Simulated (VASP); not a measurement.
# HCl: single point with LDA

Crystal: HCl.

```
H Cl
1.0
     0.00000    2.73750    2.73750
     2.73750    0.00000    2.73750
     2.73750    2.73750    0.00000
H Cl
1 1
Direct
  0.00000 0.00000 0.00000
  0.50000 0.50000 0.50000
```

```yaml
Program: VASP 6.6.1
Task: single point
Functional: LDA
Potentials_or_basis: VASP PAW LDA potentials, release 64 (H, Cl)
Cutoff: 500 eV
k_mesh: 6 × 6 × 6
Occupations: gaussian, width 0.1 eV
Spin: no spin polarisation
```

```yaml
Pressure: -11.4 GPa
Band_gap_on_the_k_mesh: zero (band 4 reaches -2.41 eV, above the bottom of band 5 at -2.43 eV)
```

Levels at points of the mesh, in eV from the Fermi level:
```csv
k point,band 1,band 2,band 3,band 4,band 5,band 6,band 7,band 8,band 9
"(0.00, 0.00, 0.00)",-12.99,-0.10,-0.04,-0.04,-0.04,11.31,12.43,12.43,12.43
"(0.50, 0.00, 0.00)",-12.60,-3.02,-0.23,-0.23,2.42,7.73,11.05,11.05,14.02
"(0.50, 0.50, 0.00)",-12.50,-1.82,-0.69,-0.69,-0.06,9.25,11.88,14.75,14.75
```

Wall time 5.1 s on 1 thread of Intel(R) Xeon(R) Platinum 8488C (Sapphire Rapids), on a shared host, peak memory 0.13 GiB.
